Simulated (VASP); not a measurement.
**NiO: single point with PBE**

The system is NiO.

```
Ni O
1.0
     2.03605   -2.40157    0.00000
     2.03605    2.40157    0.00000
     0.00000    0.00000    4.25599
Ni O
2 2
Direct
  0.31839 0.31839 0.50000
  0.68161 0.68161 0.00000
  0.21365 0.78635 0.75000
  0.78635 0.21365 0.25000
```

```
Program                : VASP 6.6.1
Task                   : single point
Functional             : PBE
Potentials or basis    : VASP PAW PBE potentials, release 64 (Ni, O)
Cutoff                 : 520 eV
k mesh                 : 6 × 6 × 6
Occupations            : gaussian, width 0.1 eV
Spin                   : collinear spin, ferromagnetic start
Starting moments       : [2.0, 2.0, 0.0, 0.0] μB
Dipole correction      : no
Further INCAR settings : ALGO = Normal; EDIFF = 1e-07; NBANDS = 28
```

* Pressure: 1.9 GPa
* Largest force: 0.156 eV/Å
* Net moment: 1.75 μB per cell
* Site moments: Ni +0.71; O +0.14 μB
* Valence electrons inside the program's atomic spheres: Ni 9.22; O 4.96

Forces in eV/Å, atoms in the order of the input:
```
Ni  -0.156  0.000  0.000
Ni   0.156  0.000  0.000
O    0.000  0.012  0.000
O    0.000 -0.012  0.000
```

Stress tensor (GPa, compression positive):
```
1.83 0.00 0.00
0.00 1.64 0.00
0.00 0.00 2.17
```

Levels at points of the mesh, in eV from the Fermi level:
Spin up:
| k point | band 15 | band 16 | band 17 | band 18 | band 19 | band 20 |
| --- | --- | --- | --- | --- | --- | --- |
| (0.00, 0.00, 0.00) | -0.88 | 0.17 | 0.67 | 0.79 | 1.37 | 5.59 |
| (0.50, 0.00, 0.00) | -1.02 | -1.01 | -0.07 | 0.24 | 5.67 | 6.72 |
| (0.50, 0.50, 0.00) | -1.37 | -1.18 | -0.57 | -0.41 | 5.74 | 6.03 |
| (0.00, 0.00, 0.50) | -0.15 | -0.15 | 0.27 | 0.27 | 3.96 | 3.96 |
| (0.50, 0.00, 0.50) | -0.48 | -0.48 | 0.13 | 0.13 | 6.09 | 6.09 |
| (0.50, 0.50, 0.50) | -1.26 | -1.26 | -0.51 | -0.51 | 6.99 | 6.99 |
Spin down:
```csv
k point,band 12,band 13,band 14,band 15,band 16,band 17,band 18,band 19
"(0.00, 0.00, 0.00)",-1.26,-0.55,-0.53,-0.31,0.86,1.39,1.55,1.71
"(0.50, 0.00, 0.00)",-1.02,-0.65,-0.56,-0.33,-0.19,0.66,1.00,5.94
"(0.50, 0.50, 0.00)",-1.21,-0.95,-0.91,-0.74,-0.42,0.36,0.41,6.00
"(0.00, 0.00, 0.50)",-1.33,-0.43,-0.43,0.75,0.75,0.93,0.93,4.20
"(0.50, 0.00, 0.50)",-1.24,-0.91,-0.91,0.15,0.15,0.89,0.89,6.29
"(0.50, 0.50, 0.50)",-1.34,-0.99,-0.99,-0.58,-0.58,0.32,0.32,7.29
```

Wall time 45 s on 1 thread of Intel(R) Xeon(R) 6975P-C (Granite Rapids), with other jobs on the host, peak memory 0.21 GiB.

Caveat: semilocal functionals often make such compounds metallic where correlation or magnetic order opens a gap, which also shifts bond lengths. With open d or f shells a metallic result of PBE can be an artefact of self-interaction; +U or a hybrid may open a gap.
